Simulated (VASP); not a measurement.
Set up this calculation in VASP 6.6.1, as the native input.

```yaml
Task: single point
Functional: PBEsol
Potentials_or_basis: VASP PAW PBE potentials, release 64 (Tc_pv)
Cutoff: 520 eV
k_mesh: 11 × 11 × 6
Occupations: fermi-dirac, width 0.05 eV
Spin: non-collinear spin, zero start, spin-orbit coupling
Starting_moments: "[[0.0, 0.0, 0.0], [0.0, 0.0, 0.0]] μB"
Dipole_correction: no
Further_INCAR_settings: ALGO = Normal; EDIFF = 1e-07; NBANDS = 38
```

The structure of Tc lies in POSCAR:

```
Tc
1.0
    2.7400000000      0.0000000000      0.0000000000
   -1.3700000000      2.3729096064      0.0000000000
    0.0000000000      0.0000000000      4.3980000000
Tc
2
Direct
    0.6666666667      0.3333333333      0.7500000000
    0.3333333333      0.6666666667      0.2500000000
```

One way to write it, as run:

INCAR

```
SYSTEM = Tc
  PREC = Accurate
  ENCUT = 520
  EDIFF = 1E-7
  ISMEAR = -1
  SIGMA = 0.05
  LREAL = .FALSE.
  LASPH = .TRUE.
  NELM = 150
  ALGO = Normal
  ISIF = 2
  LWAVE = .FALSE.
  LCHARG = .FALSE.
  MAGMOM = 0 0 0 0 0 0
  LORBIT = 11
  LSORBIT = .TRUE.
  GGA_COMPAT = .FALSE.
  LORBMOM = .TRUE.
  LMAXMIX = 4
  GGA = PS
  NBANDS = 38
```

KPOINTS

```
Automatic mesh
0
G
  11 11 6
  0 0 0
```

Potentials or basis: VASP PAW PBE potentials, release 64 (Tc_pv).

The run is started by

```bash
$ cat potpaw_PBE.64/Tc_pv/POTCAR > POTCAR
$ mpirun -np 1 vasp_ncl > vasp.out
```

It gave:

- Pressure: -7.0 GPa
- Net moment: 0.00 μB per cell
- Valence electrons inside the program's atomic spheres: Tc 12.10

Caveat: the cell stands under tension; the PAW data sets were made with another functional, which shifts forces and pressure a little.

Run time: 120 s on 1 thread of Intel(R) Xeon(R) Platinum 8488C (Sapphire Rapids), on a shared host, peak memory 0.25 GiB.
